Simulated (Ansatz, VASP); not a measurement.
This is a calculation of BeTe for Ansatz 0.2.0.

File input.yaml:

```yaml
crystal:
  lattice:
    - [0.0, 2.77, 2.77]
    - [2.77, 0.0, 2.77]
    - [2.77, 2.77, 0.0]
  atoms:
    - { symbol: Te, position: [0.75, 0.75, 0.75] }
    - { symbol: Be, position: [0.0, 0.0, 0.0] }
kpoints:
  mp_grid: { grid: [8, 8, 8] }
scf:
  occupations: { method: gaussian, width: 0.02 }
hamiltonian:
  xc: lda
  pseudopotentials: { kind: all_electron, lapw: { basis_error: 0.001 } }
output:
  forces: true
  stress: true
  eigenvalues: true
```

Potentials or basis: all-electron LAPW, scalar-relativistic.

Command:

```sh
$ ansatz run input.yaml --threads 1 --pin off --max-ram 3072MiB --backend cpu --events-out ev --progress --plain --runs-dir out
```

Task: Set up the same calculation for VASP 6.6.1. Potentials there: VASP PAW LDA potentials, release 64 (Te, Be).

Result: As run (the cutoff follows the program's own potentials):

INCAR

```
SYSTEM = BeTe
PREC     = Accurate       ! precision mode
ENCUT    = 520            ! plane-wave cutoff, eV
EDIFF    = 1E-7           ! SCF threshold, eV
ISMEAR   = 0              ! smearing method
SIGMA    = 0.02           ! smearing width, eV
LREAL    = .False.        ! projectors in reciprocal space
LASPH    = .True.         ! aspherical terms in the spheres
NELM     = 60             ! most SCF steps
ALGO     = Normal         ! electronic algorithm
ISIF     = 2              ! what is computed and relaxed
LWAVE    = .False.        ! write WAVECAR
LCHARG   = .True.         ! write CHGCAR
GGA      = CA             ! functional
LELF     = .True.         ! ELF
LVHAR    = .True.       
NBANDS   = 11             ! bands
```

File KPOINTS:

```
regular mesh
0
Gamma
  8 8 8
  0 0 0
```

The input POSCAR:

```
BeTe
1.0
    0.0000000000      2.7700000000      2.7700000000
    2.7700000000      0.0000000000      2.7700000000
    2.7700000000      2.7700000000      0.0000000000
Te Be
1 1
Direct
    0.7500000000      0.7500000000      0.7500000000
    0.0000000000      0.0000000000      0.0000000000
```

Potentials or basis: VASP PAW LDA potentials, release 64 (Te, Be).

Run with:

```bash
$ cat potpaw_LDA.64/Te/POTCAR potpaw_LDA.64/Be/POTCAR > POTCAR
$ mpirun -np 1 vasp_std > vasp.out
```

Both were run:

|  | VASP | Ansatz | Ansatz less VASP |
| --- | --- | --- | --- |
| gap on the k mesh at the Fermi level (eV) | 1.75 | 1.77 | +0.019 |
| least direct gap on the mesh (eV) | 3.54 | 3.58 | +0.037 |
| pressure (GPa) | 0.8 | 0.5 | -0.27 |

LDA's correlation is that of Perdew and Zunger in VASP and of Perdew and Wang (1992) in Ansatz. Ansatz ran all-electron here, and VASP with PAW potentials.

Neither program's run includes spin-orbit coupling.
